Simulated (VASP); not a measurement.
LuSb, 2 atoms in the cell. Symmetry: Fm-3m, No. 225, cubic system. The conventional cell has a = 6.079 Å, b = 6.079 Å, c = 6.079 Å, α = 90.00°, β = 90.00°, γ = 90.00°. Lu (site symmetry m-3m) has 6 Sb at 3.04 Å within 4.0 Å. Within 4.0 Å of Sb (site symmetry m-3m) lie 6 Lu at 3.04 Å. 

```yaml
Program: VASP 6.6.1
Task: single point
Functional: PBEsol
Potentials_or_basis: VASP PAW PBE potentials, release 64 (Lu, Sb)
Cutoff: 520 eV
k_mesh: 8 × 8 × 8
Occupations: fermi-dirac, width 0.1 eV
Spin: no spin polarisation
Dipole_correction: no
Further_INCAR_settings: ALGO = Normal; EDIFF = 1e-06; NBANDS = 22
```

Potentials or basis: VASP PAW PBE potentials, release 64 (Lu, Sb).

Run with:

```bash
$ cat potpaw_PBE.64/Lu/POTCAR potpaw_PBE.64/Sb/POTCAR > POTCAR
$ mpirun -np 1 vasp_std > vasp.out
```

Hardware: 1 thread of Intel(R) Xeon(R) 6975P-C (Granite Rapids), with other jobs on the host.

Problem. Estimate the wall time of this run.

Solution. Wall time 16 s on 1 thread of Intel(R) Xeon(R) 6975P-C (Granite Rapids), on a shared host, peak memory 0.2 GiB. Counts: scf iterations 12, k points 29.
